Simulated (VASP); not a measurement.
# Ta2N (P-31m) in VASP: single point with PBEsol

Aim: the single point of Ta2N with PBEsol.

Everything below comes from runs of VASP 6.6.1. Logs are shortened: lines on timing, memory, paths and dates and some standing lists are left out, and cuts for length are marked.

**1. The cell of the first run**

The structure is trigonal, space group P-31m (No. 162). The conventional cell has a = 5.264 Å, b = 5.264 Å, c = 4.913 Å, α = 90.00°, β = 90.00°, γ = 120.00°. Within 2.8 Å of Ta (site symmetry m) lie 3 N at 2.13 to 2.15 Å. N (site symmetry 32) has 6 Ta at 2.15 Å within 2.8 Å. Within 2.8 Å of N (site symmetry -3m) lie 6 Ta at 2.13 Å.

**2. Single point, PBEsol**

Contents of INCAR:

```
ALGO = Normal ; EDIFF = 1E-6
ENCUT = 520 ; GGA = PS
ISIF = 2 ; ISMEAR = 0
LASPH = T ; LCHARG = F
LREAL = F ; LWAVE = F
NBANDS = 50 ; NELM = 80
PREC = Accurate ; SIGMA = 0.15
```

Contents of KPOINTS:

```
k-points
0
Gamma
  12 12 8
```

Contents of POSCAR:

```
Ta2N
1.0
    5.2640975886      0.0000000000      0.0000000000
   -2.6320487943      4.5588422398      0.0000000000
    0.0000000000      0.0000000000      4.9126024056
Ta N
6 3
Direct
    0.6668041045      0.6668041045      0.7527922812
    0.0000000000      0.3331958955      0.7527922812
    0.3331958955      0.0000000000      0.7527922812
    0.3331958955      0.3331958955      0.2472077188
    1.0000000000      0.6668041045      0.2472077188
    0.6668041045      0.0000000000      0.2472077188
    0.6666666667      0.3333333333      0.5000000000
    0.3333333333      0.6666666667      0.5000000000
    0.0000000000      0.0000000000      0.0000000000
```

Potentials or basis: VASP PAW PBE potentials, release 64 (Ta_pv, N).

Launch:

```
> cat potpaw_PBE.64/Ta_pv/POTCAR potpaw_PBE.64/N/POTCAR > POTCAR
> mpirun -np 1 vasp_std > vasp.out
```

OUTCAR:

```text
EDIFF = 1E-6
   ENCUT = 520
   GGA = PS
   ISIF = 2
   ISMEAR = 0
   LASPH = T
   LREAL = F
   NELM = 80
   PREC = Accurate

 ion  position               nearest neighbor table
   1  0.667  0.667  0.753-   9 2.13   8 2.15   7 2.15   5 3.00   6 3.00   4 3.00   3 3.04   2 3.04
                             3 3.04   2 3.04   2 3.04   3 3.04   5 3.04   6 3.04   4 3.04
   2  0.000  0.333  0.753-   9 2.13   7 2.15   8 2.15   4 3.00   6 3.00   5 3.00   3 3.04   1 3.04
                             3 3.04   1 3.04   1 3.04   3 3.04   4 3.04   6 3.04   5 3.04
   3  0.333  0.000  0.753-   9 2.13   8 2.15   7 2.15   5 3.00   4 3.00   6 3.00   2 3.04   1 3.04
                             2 3.04   1 3.04   2 3.04   1 3.04   4 3.04   5 3.04   6 3.04
   4  0.333  0.333  0.247-   9 2.13   7 2.15   8 2.15   2 3.00   3 3.00   1 3.00   6 3.04   5 3.04
                             6 3.04   5 3.04   5 3.04   6 3.04   2 3.04   3 3.04   1 3.04
   5  0.000  0.667  0.247-   9 2.13   8 2.15   7 2.15   1 3.00   3 3.00   2 3.00   6 3.04   4 3.04
                             6 3.04   4 3.04   4 3.04   6 3.04   1 3.04   3 3.04   2 3.04
   6  0.667  0.000  0.247-   9 2.13   7 2.15   8 2.15   2 3.00   1 3.00   3 3.00   5 3.04   4 3.04
                             4 3.04   5 3.04   4 3.04   5 3.04   1 3.04   2 3.04   3 3.04
   7  0.667  0.333  0.500-   2 2.15   6 2.15   3 2.15   5 2.15   4 2.15   1 2.15
   8  0.333  0.667  0.500-   5 2.15   3 2.15   6 2.15   2 2.15   1 2.15   4 2.15
   9  0.000  0.000  0.000-   3 2.13   6 2.13   1 2.13   4 2.13   5 2.13   2 2.13

  LATTYP: Found a hexagonal cell.
 ALAT       =     5.2640975886
 C/A-ratio  =     0.9332278369

  Lattice vectors:

 A1 = (   5.2640975886,   0.0000000000,   0.0000000000)
 A2 = (  -2.6320487943,   4.5588422398,   0.0000000000)
 A3 = (   0.0000000000,   0.0000000000,   4.9126024056)

Analysis of symmetry for initial positions (statically):
=====================================================================
 Subroutine PRICEL returns:
 Original cell was already a primitive cell.

 Routine SETGRP: Setting up the symmetry group for a
 hexagonal supercell.

 Subroutine GETGRP returns: Found 12 space group operations
 (whereof 12 operations were pure point group operations)
 out of a pool of 24 trial point group operations.

The static configuration has the point symmetry D_3d.

Analysis of symmetry for dynamics (positions and initial velocities):
=====================================================================
 Subroutine PRICEL returns:
 Original cell was already a primitive cell.

 Routine SETGRP: Setting up the symmetry group for a
 hexagonal supercell.

 Subroutine GETGRP returns: Found 12 space group operations
 (whereof 12 operations were pure point group operations)
 out of a pool of 24 trial point group operations.

The dynamic configuration has the point symmetry D_3d.

 Subroutine INISYM returns: Found 12 space group operations
 (whereof 12 operations are pure point group operations),
 and found     1 'primitive' translations

----------------------------------------------------------------------------------------

                                     Primitive cell

  volume of cell :     117.8936

  direct lattice vectors                    reciprocal lattice vectors
     5.264097589  0.000000000  0.000000000     0.189966083  0.109676969  0.000000000
    -2.632048794  4.558842240  0.000000000     0.000000000  0.219353938  0.000000000
     0.000000000  0.000000000  4.912602406     0.000000000  0.000000000  0.203558098

  length of vectors
     5.264097589  5.264097589  4.912602406     0.219353938  0.219353938  0.203558098

  position of ions in fractional coordinates (direct lattice)
     0.666804105  0.666804105  0.752792281
     0.000000000  0.333195895  0.752792281
     0.333195895  0.000000000  0.752792281
     0.333195895  0.333195895  0.247207719
     0.000000000  0.666804105  0.247207719
     0.666804105  0.000000000  0.247207719
     0.666666667  0.333333333  0.500000000
     0.333333333  0.666666667  0.500000000
     0.000000000  0.000000000  0.000000000

  ion indices of the primitive-cell ions
   primitive index   ion index
                 1           1
                 2           2
                 3           3
                 4           4
                 5           5
                 6           6
                 7           7
                 8           8
                 9           9

----------------------------------------------------------------------------------------

 KPOINTS: k-points

Automatic generation of k-mesh.
 Grid dimensions read from file:
 generate k-points for:   12   12    8

 Generating k-lattice:

  Cartesian coordinates                     Fractional coordinates (reciprocal lattice)
     0.015830507  0.009139747  0.000000000     0.083333333  0.000000000  0.000000000
     0.000000000  0.018279495  0.000000000     0.000000000  0.083333333  0.000000000
     0.000000000  0.000000000  0.025444762     0.000000000  0.000000000  0.125000000

  Length of vectors
     0.018279495  0.018279495  0.025444762

  Shift w.r.t. Gamma in fractional coordinates (k-lattice)
     0.000000000  0.000000000  0.000000000

 Subroutine IBZKPT returns following result:
 ===========================================

 Found    131 irreducible k-points:

 Following reciprocal coordinates:
            Coordinates               Weight
  0.000000  0.000000  0.000000      1.000000
  0.083333 -0.000000  0.000000      6.000000
  0.166667 -0.000000  0.000000      6.000000
  0.250000 -0.000000  0.000000      6.000000
  0.333333 -0.000000  0.000000      6.000000
  0.416667 -0.000000  0.000000      6.000000
[... 16 lines left out ...]
  0.250000 -0.000000  0.125000     12.000000
  0.333333 -0.000000  0.125000     12.000000
 [... further k-points ...]
   k-points           NKPTS =    131   k-points in BZ     NKDIM =    131   number of bands    NBANDS=     50
   number of dos      NEDOS =    301   number of ions     NIONS =      9
   total plane-waves  NPLWV =  64000
   dimension x,y,z NGX =    40 NGY =   40 NGZ =   40
   dimension x,y,z NGXF=    80 NGYF=   80 NGZF=   80
   ions per type =               6   3
   NGX,Y,Z   is equivalent  to a cutoff of  12.63, 12.63, 13.54 a.u.
   NGXF,Y,Z  is equivalent  to a cutoff of  25.26, 25.26, 27.07 a.u.
 SYSTEM =  unknown system
   PREC   = accura    normal or accurate (medium, high low for compatibility)
   ISTART =      0    job   : 0-new  1-cont  2-samecut
   ICHARG =      2    charge: 1-file 2-atom 10-const
   ISPIN  =      1    spin polarized calculation?
   LNONCOLLINEAR =      F non collinear calculations
   LSORBIT =      F    spin-orbit coupling
   LASPH  =      T    aspherical Exc in radial PAW
   ENCUT  =  520.0 eV  38.22 Ry    6.18 a.u.   9.79  9.79  9.13*2*pi/ulx,y,z
   NELM   =     80;   NELMIN=  2; NELMDL= -5     # of ELM steps
   EDIFF  = 0.1E-05   stopping-criterion for ELM
   LREAL  =      F    real-space projection
   EDIFFG = 0.1E-04   stopping-criterion for IOM
   NSW    =      0    number of steps for IOM
   IBRION =     -1    ionic relax: 0-MD 1-quasi-New 2-CG
   NFREE  =      0    steps in history (QN), initial steepest desc. (CG)
   ISIF   =      2    stress and relaxation
   ISYM   =      2    0-nonsym 1-usesym 2-fastsym
   POTIM  = 0.5000    time-step for ionic-motion
   TEBEG  =    0.0;   TEEND  =   0.0 temperature during run
   PSTRESS=    0.0 pullay stress
   NELECT =      81.0000    total number of electrons
   NUPDOWN=      -1.0000    fix difference up-down
   EMIN   =  10.00;   EMAX   =-10.00  energy-range for DOS
   EFERMI =   0.00;   METHOD = LEGACY
   ISMEAR =     0;   SIGMA  =   0.15  broadening in eV -4-tet -1-fermi 0-gaus
   EFERMI_NEDOS =   21; number of points for ismear=-14 and -15
   IALGO  =     38    algorithm
   IMIX   =      4    mixing-type and parameters
     AMIX     =   0.40;   BMIX     =  1.00
     AMIX_MAG =   1.60;   BMIX_MAG =  1.00
  volume/ion in A,a.u.               =      13.10        88.40
  Fermi-wavevector in a.u.,A,eV,Ry     =   1.444574  2.729849 28.392557  2.086794
  Thomas-Fermi vector in A             =   2.562854
   LORBIT       =      0    0 simple, 1 ext, 2 COOP (PROOUT), +10 PAW based schemes
   GGA     = PS    functional components
   LHFCALC =     F    Hartree Fock is set to
   AEXX    =    0.0000 exact exchange contribution
   IVDW    =     0    specifies the selected vdW correction
   LEPSILON=     F    determine dielectric tensor
   LRPA    =     F    only Hartree local field effects (RPA)
 non-spin polarized calculation
 Gauss-broadening in eV      SIGMA  =   0.15
  energy-cutoff  :      520.00
  volume of cell :      117.89
 maximum number of plane-waves:      3205
   NGX = 19   NGY = 19   NGZ = 19

 number of electron      81.0000002 magnetization

 Free energy of the ion-electron system (eV)
  ---------------------------------------------------
  ext. energy  EPLUGINS =         0.00000000
  ---------------------------------------------------
  free energy    TOTEN  =      -110.55435717 eV

  energy without entropy =     -110.52109798  energy(sigma->0) =     -110.53772757

 E-fermi :   7.4927     XC(G=0): -13.1769

 val. band max:        7.4923011313   @ k =   0.3333  -0.0000   0.0000
 cond. band min:       7.4994819578   @ k =   0.2500  -0.0000   0.0000
 fundamental gap:      0.0071808265
 Fermi energy:         7.4927186899

 k-point     1 :       0.0000    0.0000    0.0000
  band No.  band energies     occupation
      1     -28.2140      2.00000
      2     -27.8094      2.00000
      3     -27.6333      2.00000
      4     -27.6333      2.00000
      5     -27.6167      2.00000
      6     -27.6167      2.00000
[... 42 lines left out ...]
     49      10.5463      0.00000
     50      11.1249      0.00000
[... 1217 lines left out ...]
     49      10.5554      0.00000
     50      11.0898      0.00000

 [... further k-points ...]

------------------------ aborting loop because EDIFF is reached ----------------------------------------

  FORCE on cell =-STRESS in cart. coord.  units (eV):
  Direction    XX          YY          ZZ          XY          YZ          ZX
  --------------------------------------------------------------------------------------
  -------------------------------------------------------------------------------------
  Total        0.4042097      0.4042097      0.3950232      0.0000000     -0.0000000      0.0000000
  in kB        5.4932220      5.4932220      5.3683779      0.0000000     -0.0000000      0.0000000
  external PRESSURE =       5.4516073 kB  Pullay stress =       0.0000000 kB

 VOLUME and BASIS-vectors are now :
 -----------------------------------------------------------------------------
  energy-cutoff  :      520.00
  volume of cell :      117.89
      direct lattice vectors                 reciprocal lattice vectors
     5.264097589  0.000000000  0.000000000     0.189966083  0.109676969  0.000000000
    -2.632048794  4.558842240  0.000000000     0.000000000  0.219353938  0.000000000
     0.000000000  0.000000000  4.912602406     0.000000000  0.000000000  0.203558098

 POSITION                                       TOTAL-FORCE (eV/Angst)
 -----------------------------------------------------------------------------------
      1.75506      3.03985      3.69817         0.000955      0.001655      0.015944
     -0.87699      1.51899      3.69817         0.000955     -0.001655      0.015944
      1.75398      0.00000      3.69817        -0.001911     -0.000000      0.015944
      0.87699      1.51899      1.21443        -0.000955     -0.001655     -0.015944
     -1.75506      3.03985      1.21443        -0.000955      0.001655     -0.015944
      3.51012      0.00000      1.21443         0.001911      0.000000     -0.015944
      2.63205      1.51961      2.45630         0.000000     -0.000000     -0.000000
     -0.00000      3.03923      2.45630         0.000000      0.000000     -0.000000
      0.00000      0.00000      0.00000         0.000000      0.000000     -0.000000
 -----------------------------------------------------------------------------------
    total drift:                               -0.000000     -0.000000     -0.000000

  FREE ENERGIE OF THE ION-ELECTRON SYSTEM (eV)
  ---------------------------------------------------
  free  energy   TOTEN  =      -110.5543571667 eV

  energy  without entropy=     -110.5210979793  energy(sigma->0) =     -110.53772757
```

Run time: 5.6 min. Hardware: 1 thread of Intel Xeon 6975P-C (Granite Rapids), shared host; peak memory 0.63 GiB.

What came out:

- Free energy: -110.5544 eV
- Pressure: 0.5 GPa
- Largest force: 0.016 eV/Å
- Band gap on the k mesh: zero (an odd number of electrons rules out a gap without spin polarisation)

Forces in eV/Å, atoms in the order of the input:
```
Ta   0.001  0.002  0.016
Ta   0.001 -0.002  0.016
Ta  -0.002  0.000  0.016
Ta  -0.001 -0.002 -0.016
Ta  -0.001  0.002 -0.016
Ta   0.002  0.000 -0.016
N    0.000  0.000  0.000
N    0.000  0.000  0.000
N    0.000  0.000  0.000
```

Caveat: the PAW data sets were made with another functional, which shifts forces and pressure a little; spin-orbit coupling is left out, which moves the levels of the heavy elements.
